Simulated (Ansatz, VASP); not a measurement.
Two plane-wave programs on Al2GaSb3

Contents of INCAR:

```
SYSTEM = Al2GaSb3
PREC = Accurate ; ENCUT = 600
EDIFF = 1E-7 ; ISMEAR = 0
SIGMA = 0.1 ; LREAL = .False.
LASPH = .True. ; NELM = 60
ALGO = Normal ; ISIF = 3
LWAVE = .False. ; LCHARG = .False.
GGA = PE ; IBRION = 2
NSW = 90 ; EDIFFG = -0.04
```

The input KPOINTS:

```
Automatic mesh
0
Gamma
  6 6 2
  0 0 0
```

File POSCAR:

```
Al2GaSb3
1.0
    4.5781296000      0.0000000000      0.0000000000
   -2.2890648000      3.9647765400      0.0000000000
    0.0000000000      0.0000000000      7.5837140800
Al Ga Sb
2 1 3
Direct
    0.3333333300      0.6666666700      0.7304869300
    0.3333333300      0.6666666700      0.2618563500
    0.0000000000      0.0000000000      0.5356180700
    0.6666666700      0.3333333300      0.4778144100
    0.6666666700      0.3333333300      0.0445462900
    0.0000000000      0.0000000000      0.9496769900
```

Input for Ansatz:

```yaml
crystal:
  lattice:
    - [4.5781296, 0.0, 0.0]
    - [-2.2890648, 3.96477654, 0.0]
    - [0.0, 0.0, 7.58371408]
  atoms:
    - { symbol: Al, position: [0.33333333, 0.66666667, 0.73048693] }
    - { symbol: Al, position: [0.33333333, 0.66666667, 0.26185635] }
    - { symbol: Ga, position: [0.0, 0.0, 0.53561807] }
    - { symbol: Sb, position: [0.66666667, 0.33333333, 0.47781441] }
    - { symbol: Sb, position: [0.66666667, 0.33333333, 0.04454629] }
    - { symbol: Sb, position: [0.0, 0.0, 0.94967699] }
basis:
  ecutwfc: 420
kpoints:
  mp_grid: { grid: [6, 6, 2] }
hamiltonian:
  xc: pbe
scf:
  occupations: { method: gaussian, width: 0.1 }
  lower_state_search: "off"
output:
  forces: true
  stress: true
  eigenvalues: true
relax:
  adjacent_minimum: "off"
  f_tol: 0.04
  max_steps: 70
  cell: { stress_tol: 0.4 }
```

Change from the starting cell: species swapped into the Ho2Ga3Cu type (P3m1, No. 156).

Alike in both runs: task relaxation of cell and atoms; functional PBE; k mesh 6 × 6 × 2; occupations gaussian, width 0.1 eV; no spin polarisation.

```csv
,VASP,Ansatz
version,VASP 6.6.1,Ansatz 0.2.0
potentials or method,"VASP PAW PBE potentials, release 64 (Al, Ga_d, Sb), cutoff 600 eV","scalar-relativistic, plane waves, PAW"
valence electrons in the cell,34,64
```

Ansatz gave:

| Item | Value |
| --- | --- |
| gap on the k mesh at the Fermi level, each at its own relaxed structure (eV) | none |
| relaxed volume (Å³/atom) | 24.63 |
| relaxed cell length with the largest relative difference (Å) | 9.914 |

Problem. Estimate VASP's values.

Solution. gap on the k mesh at the Fermi level, each at its own relaxed structure (eV): none; relaxed volume (Å³/atom): 23.30; relaxed cell length with the largest relative difference (Å): 6.676.

A gap of «none» marks a metal or a gap that the smearing closes. One of these differences is far larger than is usual between the two programs; its cause wasn't traced. VASP's potentials hold 34 valence electrons a cell and Ansatz's 64, so a difference there can come from the potentials and not from the codes.

The k mesh is coarse, so the values compare programs but aren't converged. Neither program's run includes spin-orbit coupling. Noted on VASP's run: too few bands were computed for a metal, which touches its energy and stress.
